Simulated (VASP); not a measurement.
# LiH (P6_3/mmc) in VASP: settings compared

LiH is run at these levels: r2SCAN, HSE06; tasks: single point.

Everything below comes from runs of VASP 6.6.1. Logs are shortened: lines on timing, memory, paths and dates and some standing lists are left out, and cuts for length are marked.

## 1. The cell of the first run

Symmetry: P6_3/mmc, No. 194, hexagonal system. Conventional cell: a = 3.255 Å, b = 3.255 Å, c = 4.069 Å, α = 90.00°, β = 90.00°, γ = 120.00°. Li (site symmetry -6m2) has 5 H at 1.88 to 2.03 Å within 2.5 Å. H (site symmetry -6m2) has 5 Li at 1.88 to 2.03 Å within 2.5 Å.

## 2. Single point, r2SCAN

POSCAR

```
LiH
1.0
    3.2548234050      0.0000000000      0.0000000000
   -1.6274117025      2.8187597536      0.0000000000
    0.0000000000      0.0000000000      4.0690682714
Li H
2 2
Direct
    0.3333333333      0.6666666667      0.2500000000
    0.6666666667      0.3333333333      0.7500000000
    0.6666666667      0.3333333333      0.2500000000
    0.3333333333      0.6666666667      0.7500000000
```

INCAR.step1

```
  ALGO = Normal
  EDIFF = 1E-4
  ENCUT = 520
  GGA = PE
  ISMEAR = 0
  LASPH = T
  LCHARG = F
  LREAL = F
  LWAVE = T
  NBANDS = 12
  NELM = 60
  PREC = Accurate
  SIGMA = 0.01
```

INCAR.step2

```
  ALGO = Normal
  EDIFF = 1E-6
  ENCUT = 520
  ISIF = 2
  ISMEAR = 0
  ISTART = 1
  LASPH = T
  LCHARG = T
  LELF = T
  LMIXTAU = T
  LREAL = F
  LVHAR = T
  LWAVE = F
  METAGGA = R2SCAN
  NBANDS = 12
  NELM = 60
  PREC = Accurate
  SIGMA = 0.01
```

KPOINTS

```
k-points
0
Gamma
  6 6 4
```

Potentials or basis: VASP PAW PBE potentials, release 64 (Li_sv, H).

Run with:

```
cat potpaw_PBE.64/Li_sv/POTCAR potpaw_PBE.64/H/POTCAR > POTCAR
cp INCAR.step1 INCAR
mpirun -np 1 vasp_std > vasp.out
cp INCAR.step2 INCAR
mpirun -np 1 vasp_std > vasp.out
```

OUTCAR:

```text
EDIFF = 1E-6
   ENCUT = 520
   ISIF = 2
   ISMEAR = 0
   ISTART = 1
   LASPH = T
   LREAL = F
   METAGGA = R2SCAN
   NELM = 60
   PREC = Accurate

 ion  position               nearest neighbor table
   1  0.333  0.667  0.250-
   2  0.667  0.333  0.750-
   3  0.667  0.333  0.250-
   4  0.333  0.667  0.750-

  LATTYP: Found a hexagonal cell.
 ALAT       =     3.2548234050
 C/A-ratio  =     1.2501656050

  Lattice vectors:

 A1 = (   3.2548234050,   0.0000000000,   0.0000000000)
 A2 = (  -1.6274117025,   2.8187597536,   0.0000000000)
 A3 = (   0.0000000000,   0.0000000000,   4.0690682714)

Analysis of symmetry for initial positions (statically):
=====================================================================
 Subroutine PRICEL returns:
 Original cell was already a primitive cell.

 Routine SETGRP: Setting up the symmetry group for a
 hexagonal supercell.

 Subroutine GETGRP returns: Found 24 space group operations
 (whereof 12 operations were pure point group operations)
 out of a pool of 24 trial point group operations.

The static configuration has the point symmetry D_3d.
 The point group associated with its full space group is D_6h.

Analysis of symmetry for dynamics (positions and initial velocities):
=====================================================================
 Subroutine PRICEL returns:
 Original cell was already a primitive cell.

 Routine SETGRP: Setting up the symmetry group for a
 hexagonal supercell.

 Subroutine GETGRP returns: Found 24 space group operations
 (whereof 12 operations were pure point group operations)
 out of a pool of 24 trial point group operations.

The dynamic configuration has the point symmetry D_3d.
 The point group associated with its full space group is D_6h.

 Subroutine INISYM returns: Found 24 space group operations
 (whereof 12 operations are pure point group operations),
 and found     1 'primitive' translations

----------------------------------------------------------------------------------------

                                     Primitive cell

  volume of cell :      37.3319

  direct lattice vectors                    reciprocal lattice vectors
     3.254823405  0.000000000  0.000000000     0.307236331  0.177382978  0.000000000
[... 94 lines left out ...]
   POTIM  = 0.5000    time-step for ionic-motion
   TEBEG  =    0.0;   TEEND  =   0.0 temperature during run
   PSTRESS=    0.0 pullay stress
   NELECT =       8.0000    total number of electrons
   NUPDOWN=      -1.0000    fix difference up-down
   EMIN   =  10.00;   EMAX   =-10.00  energy-range for DOS
   EFERMI =   0.00;   METHOD = LEGACY
   ISMEAR =     0;   SIGMA  =   0.01  broadening in eV -4-tet -1-fermi 0-gaus
   EFERMI_NEDOS =   21; number of points for ismear=-14 and -15
   IALGO  =     38    algorithm
   IMIX   =      4    mixing-type and parameters
     AMIX     =   0.40;   BMIX     =  1.00
     AMIX_MAG =   1.60;   BMIX_MAG =  1.00
  volume/ion in A,a.u.               =       9.33        62.98
  Fermi-wavevector in a.u.,A,eV,Ry     =   0.979666  1.851300 13.058128  0.959745
  Thomas-Fermi vector in A             =   2.110537
   LORBIT       =      0    0 simple, 1 ext, 2 COOP (PROOUT), +10 PAW based schemes
   METAGGA = R2SCAN    functional components
   LHFCALC =     F    Hartree Fock is set to
   AEXX    =    0.0000 exact exchange contribution
   IVDW    =     0    specifies the selected vdW correction
   LEPSILON=     F    determine dielectric tensor
   LRPA    =     F    only Hartree local field effects (RPA)
 non-spin polarized calculation
 Gauss-broadening in eV      SIGMA  =   0.01
  energy-cutoff  :      520.00
  volume of cell :       37.33
 maximum number of plane-waves:      1038
   NGX = 13   NGY = 13   NGZ = 15

 number of electron       8.0000006 magnetization

 Free energy of the ion-electron system (eV)
  ---------------------------------------------------
  ext. energy  EPLUGINS =         0.00000000
  ---------------------------------------------------
  free energy    TOTEN  =       -13.53349699 eV

  energy without entropy =      -13.53349699  energy(sigma->0) =      -13.53349699

 E-fermi :  -0.2641     XC(G=0):  -8.1723

 val. band max:       -0.4187943393   @ k =   0.0000   0.0000   0.0000
 cond. band min:       1.8816319845   @ k =   0.3333   0.3333   0.0000
 fundamental gap:      2.3004263238
 Fermi energy:        -0.2640995801

 k-point     1 :       0.0000    0.0000    0.0000
  band No.  band energies     occupation
      1     -46.4739      2.00000
      2     -46.4180      2.00000
      3      -5.6883      2.00000
      4      -0.4188      2.00000
      5       3.1887      0.00000
      6      11.2191      0.00000
      7      11.2196      0.00000
      8      11.8980      0.00000
      9      13.9615      0.00000
     10      13.9616      0.00000
     11      16.0246      0.00000
     12      18.7606      0.00000
[... 286 lines left out ...]
 k-point    21 :       0.3333    0.3333    0.5000
  band No.  band energies     occupation
      1     -46.4377      2.00000
      2     -46.4377      2.00000
      3      -2.6296      2.00000
      4      -2.6296      2.00000
      5       4.2017      0.00000
      6       4.2017      0.00000
      7       7.4367      0.00000
      8       7.4367      0.00000
      9      15.9166      0.00000
     10      15.9166      0.00000
     11      19.0298      0.00000
     12      19.0298      0.00000

------------------------ aborting loop because EDIFF is reached ----------------------------------------

  FORCE on cell =-STRESS in cart. coord.  units (eV):
  Direction    XX          YY          ZZ          XY          YZ          ZX
  --------------------------------------------------------------------------------------
  -------------------------------------------------------------------------------------
  Total       -0.0406859     -0.0406859     -0.0997782      0.0000000     -0.0000000      0.0000000
  in kB       -1.7461199     -1.7461199     -4.2821878      0.0000000     -0.0000000      0.0000000
  external PRESSURE =      -2.5914759 kB  Pullay stress =       0.0000000 kB

 VOLUME and BASIS-vectors are now :
 -----------------------------------------------------------------------------
  energy-cutoff  :      520.00
  volume of cell :       37.33
      direct lattice vectors                 reciprocal lattice vectors
     3.254823405  0.000000000  0.000000000     0.307236331  0.177382978  0.000000000
    -1.627411702  2.818759754  0.000000000     0.000000000  0.354765956  0.000000000
     0.000000000  0.000000000  4.069068271     0.000000000  0.000000000  0.245756506

 POSITION                                       TOTAL-FORCE (eV/Angst)
 -----------------------------------------------------------------------------------
     -0.00000      1.87917      1.01727        -0.000000      0.000000      0.000000
      1.62741      0.93959      3.05180         0.000000     -0.000000      0.000000
      1.62741      0.93959      1.01727        -0.000000     -0.000000      0.000000
     -0.00000      1.87917      3.05180         0.000000     -0.000000      0.000000
 -----------------------------------------------------------------------------------
    total drift:                               -0.000000      0.000000      0.000000

  FREE ENERGIE OF THE ION-ELECTRON SYSTEM (eV)
  ---------------------------------------------------
  free  energy   TOTEN  =       -13.5334969950 eV

  energy  without entropy=      -13.5334969950  energy(sigma->0) =      -13.53349699
```

OUTCAR.step1:

```text
EDIFF = 1E-4
   ENCUT = 520
   GGA = PE
   ISMEAR = 0
[... 540 lines left out ...]
     -0.00000      1.87917      1.01727        -0.000000      0.000000      0.000000
      1.62741      0.93959      3.05180         0.000000     -0.000000      0.000000
      1.62741      0.93959      1.01727         0.000000      0.000000      0.000000
     -0.00000      1.87917      3.05180        -0.000000     -0.000000      0.000000
 -----------------------------------------------------------------------------------
    total drift:                               -0.000000      0.000000      0.000000

  FREE ENERGIE OF THE ION-ELECTRON SYSTEM (eV)
  ---------------------------------------------------
  free  energy   TOTEN  =       -12.1595299961 eV

  energy  without entropy=      -12.1595299961  energy(sigma->0) =      -12.15953000
```

OSZICAR.step1:

```text
N       E                     dE             d eps       ncg     rms          rms(c)
DAV:   1     0.230771839376E+02    0.23077E+02   -0.40503E+03   504   0.652E+02
DAV:   2    -0.791157060025E+01   -0.30989E+02   -0.30485E+02   612   0.155E+02
DAV:   3    -0.127921953035E+02   -0.48806E+01   -0.48502E+01   960   0.395E+01
DAV:   4    -0.128322829454E+02   -0.40088E-01   -0.40084E-01   608   0.534E+00
DAV:   5    -0.128327086349E+02   -0.42569E-03   -0.42568E-03   720   0.452E-01    0.454E+00
DAV:   6    -0.123069682051E+02    0.52574E+00   -0.32456E-01   608   0.206E+00    0.224E+00
DAV:   7    -0.121491368904E+02    0.15783E+00   -0.42810E-01   608   0.261E+00    0.408E-01
DAV:   8    -0.121599422239E+02   -0.10805E-01   -0.29181E-02   620   0.980E-01    0.131E-01
DAV:   9    -0.121595197376E+02    0.42249E-03   -0.86529E-04   680   0.143E-01    0.279E-02
DAV:  10    -0.121595299961E+02   -0.10259E-04   -0.94090E-05   492   0.633E-02
   1 F= -.12159530E+02 E0= -.12159530E+02  d E =-.342985E-42
```

Wall time 79 s (1 thread of Intel Xeon 8259CL, shared host); peak memory 0.15 GiB.

What came out:

- Free energy: -13.5335 eV
- Band gap on the k mesh: 2.30 eV (least direct gap 3.61 eV)

Levels at points of the mesh, in eV from the valence-band top:
```
           k point  band 1  band 2  band 3  band 4  band 5  band 6  band 7  band 8  band 9
(0.00, 0.00, 0.00)  -46.06  -46.00   -5.27    0.00    3.61   11.64   11.64   12.32   14.38
(0.50, 0.00, 0.00)  -46.03  -46.01   -2.84   -2.04    4.95    7.47    8.00    9.42   10.29
(0.00, 0.00, 0.50)  -46.03  -46.03   -3.73   -3.73   10.33   10.33   13.85   13.85   13.86
(0.50, 0.00, 0.50)  -46.02  -46.02   -2.47   -2.47    4.89    4.89   10.29   10.29   12.33
```

Caveat: the cutoff is under 1.25 times the usual one of these potentials, so pressure, stress and relaxed cells hold a basis-set (Pulay) error; the PAW data sets were made with another functional, which shifts forces and pressure a little. A k mesh can miss the band edges.

(Part 1 of 2 ends here.)
